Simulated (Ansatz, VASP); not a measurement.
Two plane-wave programs on Mo

```xyz
1
Lattice="3.0129 0.0040 0.9107 -1.5085 2.2230 -0.4582 0.8588 0.0041 2.5928" Properties=species:S:1:pos:R:3 pbc="T T T"
Mo    0.4294    0.0021    1.2964
```

Change from the starting cell: cell sheared at random, sigma 0.01, atoms nudged by 0.01 Å; relaxed back.

Alike in both runs: functional r2SCAN; k mesh 12 × 12 × 14; occupations gaussian, width 0.15 eV; no spin polarisation.

Ansatz relaxed the structure, and its values are those at the end. VASP's run is a single point on that final structure, the one shown.

|  | VASP | Ansatz |
| --- | --- | --- |
| version | VASP 6.6.1 | Ansatz 0.2.0 |
| potentials or method | VASP PAW PBE potentials, release 64 (Mo_sv), cutoff 520 eV | scalar-relativistic, plane waves, PAW |
| valence electrons in the cell | 14 | 14 |

Ansatz gave:

```
gap on the k mesh at the Fermi level (eV) : none
pressure (GPa)                            : 0.0
```

Question: Which values does VASP return?

Answer: gap on the k mesh at the Fermi level (eV): none; pressure (GPa): 1.2.

VASP's potentials were made for PBE, not for r2SCAN. A gap of «none» marks a metal or a gap that the smearing closes.
